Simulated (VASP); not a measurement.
# SnSe (Fm-3m) in VASP: a series of runs, part 2 of 2

VASP 6.6.1. The steps go on from the part before.

### Step 6. Single point, PBE, non-collinear spin, zero start, spin-orbit coupling

Input file INCAR:

```
SYSTEM = SnSe
  PREC = Accurate
  ENCUT = 520
  EDIFF = 1E-6
  ISMEAR = 0
  SIGMA = 0.05
  LREAL = .False.
  LASPH = .True.
  NELM = 150
  ALGO = Normal
  ISIF = 2
  LWAVE = .False.
  LCHARG = .False.
  MAGMOM = 0 0 0 0 0 0
  LORBIT = 11
  LSORBIT = .True.
  GGA_COMPAT = .False.
  LORBMOM = .True.
  GGA = PE
  NBANDS = 32
```

Input file KPOINTS:

```
regular mesh
0
Gamma
  8 8 8
  0 0 0
```

Input file POSCAR:

```
SnSe
1.0
    0.0000000000      3.0099999632      3.0099999632
    3.0099999632      0.0000000000      3.0099999632
    3.0099999632      3.0099999632      0.0000000000
Sn Se
1 1
Direct
    0.0000000000      0.0000000000      0.0000000000
    0.5000000000      0.5000000000      0.5000000000
```

Potentials or basis: VASP PAW PBE potentials, release 64 (Sn_d, Se).

Run with:

```sh
> cat potpaw_PBE.64/Sn_d/POTCAR potpaw_PBE.64/Se/POTCAR > POTCAR
> mpirun -np 1 vasp_ncl > vasp.out
```

OUTCAR:

```text
SYSTEM = SnSe
   PREC = Accurate
   ENCUT = 520
   EDIFF = 1E-6
   ISMEAR = 0
   LREAL = .False.
   LASPH = .True.
   NELM = 150
   ISIF = 2
   LORBIT = 11
   LSORBIT = .True.
   GGA = PE

 ion  position               nearest neighbor table
   1  0.000  0.000  0.000-   2 3.01   2 3.01   2 3.01   2 3.01   2 3.01   2 3.01
   2  0.500  0.500  0.500-   1 3.01   1 3.01   1 3.01   1 3.01   1 3.01   1 3.01

  LATTYP: Found a face centered cubic cell.
 ALAT       =     6.0199999264

  Lattice vectors:

 A1 = (   0.0000000000,   3.0099999632,   3.0099999632)
 A2 = (   3.0099999632,   0.0000000000,   3.0099999632)
 A3 = (   3.0099999632,   3.0099999632,   0.0000000000)

Analysis of symmetry for initial positions (statically):
=====================================================================
 Subroutine PRICEL returns:
 Original cell was already a primitive cell.

 Routine SETGRP: Setting up the symmetry group for a
 face centered cubic supercell.

 Subroutine GETGRP returns: Found 48 space group operations
 (whereof 48 operations were pure point group operations)
 out of a pool of 48 trial point group operations.

The static configuration has the point symmetry O_h .

Analysis of symmetry for dynamics (positions and initial velocities):
=====================================================================
 Subroutine PRICEL returns:
 Original cell was already a primitive cell.

 Routine SETGRP: Setting up the symmetry group for a
 face centered cubic supercell.

 Subroutine GETGRP returns: Found 48 space group operations
 (whereof 48 operations were pure point group operations)
 out of a pool of 48 trial point group operations.

The dynamic configuration has the point symmetry O_h .

Analysis of structural, dynamic, and magnetic symmetry:
=====================================================================
 Subroutine PRICEL returns:
 Original cell was already a primitive cell.

[... 1046 lines left out ...]
            0.000   0.000   0.000

 orbital moment (y)

 # of ion     p       d       tot
 ----------------------------------------
  1         0.000  -0.000  -0.000
  2         0.000   0.000   0.000
 ----------------------------------------
            0.000  -0.000  -0.000

 orbital moment (z)

 # of ion     p       d       tot
 ----------------------------------------
  1         0.000  -0.000  -0.000
  2         0.000   0.000   0.000
 ----------------------------------------
            0.000  -0.000  -0.000

 Spin-Orbit-Coupling matrix elements

 Ion:    1  E_soc:     -0.0879935
 l=   1
     0.0000000    -0.0085477    -0.0085477
    -0.0085477     0.0000000    -0.0085477
    -0.0085477    -0.0085477     0.0000000
 l=   2
     0.0000000    -0.0012208     0.0000000    -0.0012208    -0.0048970
    -0.0012208     0.0000000    -0.0036728    -0.0012208    -0.0012243
     0.0000000    -0.0036728     0.0000000    -0.0036728     0.0000000
    -0.0012208    -0.0012208    -0.0036728     0.0000000    -0.0012243
    -0.0048970    -0.0012243     0.0000000    -0.0012243     0.0000000
 l=   3
     0.0000000     0.0000000     0.0000000     0.0000000     0.0000000     0.0000000     0.0000000
     0.0000000     0.0000000     0.0000000     0.0000000     0.0000000     0.0000000     0.0000000
     0.0000000     0.0000000     0.0000000     0.0000000     0.0000000     0.0000000     0.0000000
     0.0000000     0.0000000     0.0000000     0.0000000     0.0000000     0.0000000     0.0000000
     0.0000000     0.0000000     0.0000000     0.0000000     0.0000000     0.0000000     0.0000000
     0.0000000     0.0000000     0.0000000     0.0000000     0.0000000     0.0000000     0.0000000
     0.0000000     0.0000000     0.0000000     0.0000000     0.0000000     0.0000000     0.0000000

 Ion:    2  E_soc:     -0.0427394
 l=   1
     0.0000000    -0.0071325    -0.0071325
    -0.0071325     0.0000000    -0.0071325
    -0.0071325    -0.0071325     0.0000000
 l=   2
     0.0000000    -0.0000015     0.0000000    -0.0000015     0.0000108
    -0.0000015     0.0000000     0.0000081    -0.0000015     0.0000027
     0.0000000     0.0000081     0.0000000     0.0000081     0.0000000
    -0.0000015    -0.0000015     0.0000081     0.0000000     0.0000027
     0.0000108     0.0000027     0.0000000     0.0000027     0.0000000
 l=   3
     0.0000000     0.0000000     0.0000000     0.0000000     0.0000000     0.0000000     0.0000000
     0.0000000     0.0000000     0.0000000     0.0000000     0.0000000     0.0000000     0.0000000
     0.0000000     0.0000000     0.0000000     0.0000000     0.0000000     0.0000000     0.0000000
     0.0000000     0.0000000     0.0000000     0.0000000     0.0000000     0.0000000     0.0000000
     0.0000000     0.0000000     0.0000000     0.0000000     0.0000000     0.0000000     0.0000000
     0.0000000     0.0000000     0.0000000     0.0000000     0.0000000     0.0000000     0.0000000
     0.0000000     0.0000000     0.0000000     0.0000000     0.0000000     0.0000000     0.0000000

 total charge

# of ion       s       p       d       tot
------------------------------------------
    1        1.389   0.668   9.989  12.046
    2        1.478   2.293   0.026   3.796
--------------------------------------------------
tot          2.867   2.961  10.015  15.842

 magnetization (x)

# of ion       s       p       d       tot
------------------------------------------
    1       -0.000   0.000   0.000  -0.000
    2        0.000   0.000  -0.000  -0.000
--------------------------------------------------
tot         -0.000   0.000  -0.000  -0.000

 magnetization (y)

# of ion       s       p       d       tot
------------------------------------------
    1       -0.000   0.000  -0.000  -0.000
    2        0.000   0.000   0.000   0.000
--------------------------------------------------
tot         -0.000   0.000   0.000  -0.000

 magnetization (z)

# of ion       s       p       d       tot
------------------------------------------
    1        0.000   0.000  -0.000   0.000
    2        0.000   0.000   0.000   0.000
--------------------------------------------------
tot          0.000   0.000  -0.000   0.000
```

OSZICAR:

```text
N       E                     dE             d eps       ncg     rms          rms(c)
DAV:   1     0.186704856018E+03    0.18670E+03   -0.91304E+03  2008   0.157E+03
DAV:   2     0.179878373747E+02   -0.16872E+03   -0.16161E+03  1880   0.468E+02
DAV:   3    -0.729301121622E+01   -0.25281E+02   -0.24780E+02  2224   0.143E+02
DAV:   4    -0.843003128823E+01   -0.11370E+01   -0.11354E+01  2184   0.329E+01
DAV:   5    -0.846244683792E+01   -0.32416E-01   -0.32414E-01  2648   0.568E+00    0.310E+00
DAV:   6    -0.828140929840E+01    0.18104E+00   -0.37030E-01  2520   0.414E+00    0.185E+00
DAV:   7    -0.828140502482E+01    0.42736E-05   -0.87706E-02  2352   0.142E+00    0.958E-01
DAV:   8    -0.828293645052E+01   -0.15314E-02   -0.54120E-03  2128   0.681E-01    0.474E-01
DAV:   9    -0.828345202058E+01   -0.51557E-03   -0.68615E-04  2216   0.234E-01    0.102E-01
DAV:  10    -0.828342087644E+01    0.31144E-04   -0.40169E-04  2464   0.184E-01    0.371E-02
DAV:  11    -0.828346372667E+01   -0.42850E-04   -0.91474E-05  2088   0.566E-02    0.712E-03
DAV:  12    -0.828346632481E+01   -0.25981E-05   -0.66541E-06  2216   0.250E-02    0.294E-03
DAV:  13    -0.828346642333E+01   -0.98513E-07   -0.23291E-07  1464   0.597E-03
   1 F= -.82834664E+01 E0= -.82834664E+01  d E =-.299432E-12  mag=    -0.0000    -0.0000     0.0000
```

Wall time 1.7 min (1 thread of Intel Xeon 6975P-C, shared host); peak memory 0.35 GiB.

What came out:

| Property | Result |
| --- | --- |
| Free energy | -8.2835 eV |
| Pressure | 0.9 GPa |
| Net moment | 0.00 μB per cell |
| Valence electrons inside the program's atomic spheres | Sn 12.05; Se 3.80 |

Moments on the atoms (μB; x, y, z):
```
Sn  0.00 0.00 0.00
Se  0.00 0.00 0.00
```

### Step 7. Single point, PBE, non-collinear spin, zero start, spin-orbit coupling

Input file INCAR:

```
PREC = Accurate ; ENCUT = 520
EDIFF = 1E-6 ; ISMEAR = 0
SIGMA = 0.05 ; LREAL = False
LASPH = True ; NELM = 150
ALGO = Normal ; ISIF = 2
LWAVE = False ; LCHARG = True
LNONCOLLINEAR = True ; MAGMOM = 0 0 0 0 0 0
LORBIT = 11 ; LSORBIT = True
GGA_COMPAT = False ; LORBMOM = True
GGA = PE ; LVHAR = True
NBANDS = 32
```

Input file KPOINTS:

```
regular mesh
0
Gamma
  8 8 8
```

POSCAR is that of step 6.

Potentials or basis: VASP PAW PBE potentials, release 64 (Sn_d, Se).

Run with:

```sh
> cat potpaw_PBE.64/Sn_d/POTCAR potpaw_PBE.64/Se/POTCAR > POTCAR
> mpirun -np 1 vasp_ncl > vasp.out
```

OUTCAR:

```text
PREC = Accurate
   ENCUT = 520
   EDIFF = 1E-6
   ISMEAR = 0
   LREAL = False
   LASPH = True
   NELM = 150
   ISIF = 2
   LNONCOLLINEAR = True
   LORBIT = 11
   LSORBIT = True
   GGA = PE

 ion  position               nearest neighbor table
   1  0.000  0.000  0.000-   2 3.01   2 3.01   2 3.01   2 3.01   2 3.01   2 3.01
   2  0.500  0.500  0.500-   1 3.01   1 3.01   1 3.01   1 3.01   1 3.01   1 3.01

  LATTYP: Found a face centered cubic cell.
 ALAT       =     6.0199999264

  Lattice vectors:

 A1 = (   0.0000000000,   3.0099999632,   3.0099999632)
 A2 = (   3.0099999632,   0.0000000000,   3.0099999632)
 A3 = (   3.0099999632,   3.0099999632,   0.0000000000)

Analysis of symmetry for initial positions (statically):
=====================================================================
 Subroutine PRICEL returns:
 Original cell was already a primitive cell.

 Routine SETGRP: Setting up the symmetry group for a
 face centered cubic supercell.

 Subroutine GETGRP returns: Found 48 space group operations
 (whereof 48 operations were pure point group operations)
 out of a pool of 48 trial point group operations.

The static configuration has the point symmetry O_h .

Analysis of symmetry for dynamics (positions and initial velocities):
=====================================================================
 Subroutine PRICEL returns:
 Original cell was already a primitive cell.

 Routine SETGRP: Setting up the symmetry group for a
 face centered cubic supercell.

 Subroutine GETGRP returns: Found 48 space group operations
 (whereof 48 operations were pure point group operations)
 out of a pool of 48 trial point group operations.

The dynamic configuration has the point symmetry O_h .

Analysis of structural, dynamic, and magnetic symmetry:
=====================================================================
 Subroutine PRICEL returns:
 Original cell was already a primitive cell.

 Routine SETGRP: Setting up the symmetry group for a
 face centered cubic supercell.

 Subroutine GETGRP returns: Found 48 space group operations
 (whereof 48 operations were pure point group operations)
 out of a pool of 48 trial point group operations.

The overall configuration has the point symmetry O_h .

 Subroutine INISYM returns: Found 48 space group operations
 (whereof 48 operations are pure point group operations),
 and found     1 'primitive' translations

----------------------------------------------------------------------------------------

                                     Primitive cell

  volume of cell :      54.5418

  direct lattice vectors                    reciprocal lattice vectors
     0.000000000  3.009999963  3.009999963    -0.166112959  0.166112959  0.166112959
     3.009999963  0.000000000  3.009999963     0.166112959 -0.166112959  0.166112959
     3.009999963  3.009999963  0.000000000     0.166112959  0.166112959 -0.166112959

  length of vectors
     4.256782771  4.256782771  4.256782771     0.287716085  0.287716085  0.287716085

  position of ions in fractional coordinates (direct lattice)
[... 974 lines left out ...]
     31      16.3816      0.00000
     32      16.3839      0.00000

 [... further k-points ...]
[... 5 lines left out ...]
  --------------------------------------------------------------------------------------
  -------------------------------------------------------------------------------------
  Total        0.3055523      0.3055523      0.3055523      0.0000000      0.0000000      0.0000000
  in kB        8.9756646      8.9756646      8.9756646      0.0000000      0.0000000      0.0000000
  external PRESSURE =       8.9756646 kB  Pullay stress =       0.0000000 kB

 VOLUME and BASIS-vectors are now :
 -----------------------------------------------------------------------------
  energy-cutoff  :      520.00
  volume of cell :       54.54
      direct lattice vectors                 reciprocal lattice vectors
     0.000000000  3.009999963  3.009999963    -0.166112959  0.166112959  0.166112959
     3.009999963  0.000000000  3.009999963     0.166112959 -0.166112959  0.166112959
     3.009999963  3.009999963  0.000000000     0.166112959  0.166112959 -0.166112959

 POSITION                                       TOTAL-FORCE (eV/Angst)
 -----------------------------------------------------------------------------------
      0.00000      0.00000      0.00000         0.000000      0.000000     -0.000000
      3.01000      3.01000      3.01000        -0.000000     -0.000000      0.000000
 -----------------------------------------------------------------------------------
    total drift:                                0.000000     -0.000000     -0.000000

  FREE ENERGIE OF THE ION-ELECTRON SYSTEM (eV)
  ---------------------------------------------------
  free  energy   TOTEN  =        -8.2834664233 eV

  energy  without entropy=       -8.2834664233  energy(sigma->0) =       -8.28346642

 orbital moment (x)

 # of ion     p       d       tot
 ----------------------------------------
  1         0.000  -0.000  -0.000
  2         0.000   0.000   0.000
 ----------------------------------------
            0.000   0.000   0.000

 orbital moment (y)

 # of ion     p       d       tot
 ----------------------------------------
  1         0.000  -0.000  -0.000
  2         0.000   0.000   0.000
 ----------------------------------------
            0.000  -0.000  -0.000

 orbital moment (z)

 # of ion     p       d       tot
 ----------------------------------------
  1         0.000  -0.000  -0.000
  2         0.000   0.000   0.000
 ----------------------------------------
            0.000  -0.000  -0.000

 Spin-Orbit-Coupling matrix elements

 Ion:    1  E_soc:     -0.0879935
 l=   1
     0.0000000    -0.0085477    -0.0085477
    -0.0085477     0.0000000    -0.0085477
    -0.0085477    -0.0085477     0.0000000
 l=   2
     0.0000000    -0.0012208     0.0000000    -0.0012208    -0.0048970
    -0.0012208     0.0000000    -0.0036728    -0.0012208    -0.0012243
     0.0000000    -0.0036728     0.0000000    -0.0036728     0.0000000
    -0.0012208    -0.0012208    -0.0036728     0.0000000    -0.0012243
    -0.0048970    -0.0012243     0.0000000    -0.0012243     0.0000000
 l=   3
     0.0000000     0.0000000     0.0000000     0.0000000     0.0000000     0.0000000     0.0000000
     0.0000000     0.0000000     0.0000000     0.0000000     0.0000000     0.0000000     0.0000000
     0.0000000     0.0000000     0.0000000     0.0000000     0.0000000     0.0000000     0.0000000
     0.0000000     0.0000000     0.0000000     0.0000000     0.0000000     0.0000000     0.0000000
     0.0000000     0.0000000     0.0000000     0.0000000     0.0000000     0.0000000     0.0000000
     0.0000000     0.0000000     0.0000000     0.0000000     0.0000000     0.0000000     0.0000000
     0.0000000     0.0000000     0.0000000     0.0000000     0.0000000     0.0000000     0.0000000

 Ion:    2  E_soc:     -0.0427394
 l=   1
     0.0000000    -0.0071325    -0.0071325
    -0.0071325     0.0000000    -0.0071325
    -0.0071325    -0.0071325     0.0000000
 l=   2
     0.0000000    -0.0000015     0.0000000    -0.0000015     0.0000108
    -0.0000015     0.0000000     0.0000081    -0.0000015     0.0000027
     0.0000000     0.0000081     0.0000000     0.0000081     0.0000000
    -0.0000015    -0.0000015     0.0000081     0.0000000     0.0000027
     0.0000108     0.0000027     0.0000000     0.0000027     0.0000000
 l=   3
     0.0000000     0.0000000     0.0000000     0.0000000     0.0000000     0.0000000     0.0000000
     0.0000000     0.0000000     0.0000000     0.0000000     0.0000000     0.0000000     0.0000000
     0.0000000     0.0000000     0.0000000     0.0000000     0.0000000     0.0000000     0.0000000
     0.0000000     0.0000000     0.0000000     0.0000000     0.0000000     0.0000000     0.0000000
     0.0000000     0.0000000     0.0000000     0.0000000     0.0000000     0.0000000     0.0000000
     0.0000000     0.0000000     0.0000000     0.0000000     0.0000000     0.0000000     0.0000000
     0.0000000     0.0000000     0.0000000     0.0000000     0.0000000     0.0000000     0.0000000

 total charge

# of ion       s       p       d       tot
------------------------------------------
    1        1.389   0.668   9.989  12.046
    2        1.478   2.293   0.026   3.796
--------------------------------------------------
tot          2.867   2.961  10.015  15.842

 magnetization (x)

# of ion       s       p       d       tot
------------------------------------------
    1       -0.000   0.000   0.000  -0.000
    2        0.000   0.000  -0.000  -0.000
--------------------------------------------------
tot         -0.000   0.000  -0.000  -0.000

 magnetization (y)

# of ion       s       p       d       tot
------------------------------------------
    1       -0.000   0.000  -0.000  -0.000
    2        0.000   0.000   0.000   0.000
--------------------------------------------------
tot         -0.000   0.000   0.000  -0.000

 magnetization (z)

# of ion       s       p       d       tot
------------------------------------------
    1        0.000   0.000  -0.000   0.000
    2        0.000   0.000   0.000   0.000
--------------------------------------------------
tot          0.000   0.000  -0.000   0.000
```

It took 1.8 min on 1 thread of Intel Xeon 6975P-C, shared host; peak memory 0.35 GiB.

What came out:

```
Free energy                                           : -8.2835 eV
Pressure                                              : 0.9 GPa
Net moment                                            : 0.00 μB per cell
Valence electrons inside the program's atomic spheres : Sn 12.05; Se 3.80
```

Moments on the atoms (μB; x, y, z):
```
Sn  0.00 0.00 0.00
Se  0.00 0.00 0.00
```

### Step 8. Summary

```csv
spin,cell,k mesh,pressure (GPa),moment (μB)
off,"a = 4.257 Å, angles 60.0°, 2 atoms",10 × 10 × 10,1.0,-
"non-collinear, zero start, SOC","a = 4.199 Å, angles 60.0°, 2 atoms",6 × 6 × 6,2.9,0.00
"non-collinear, zero start, SOC","a = 4.257 Å, angles 60.0°, 2 atoms",6 × 6 × 6,0.6,0.00
"non-collinear, zero start, SOC","a = 4.327 Å, angles 60.0°, 2 atoms",6 × 6 × 6,-1.7,0.00
"non-collinear, zero start, SOC","a = 4.257 Å, angles 60.0°, 2 atoms",8 × 8 × 8,0.9,0.00
```

Alike in all rows: task single point; level PBE; potentials or basis VASP PAW PBE potentials, release 64 (Sn_d, Se); cutoff (eV) 520; smearing gaussian 0.05 eV.

Total energies depend on the potentials used, so only differences within one code and one set of settings carry meaning.
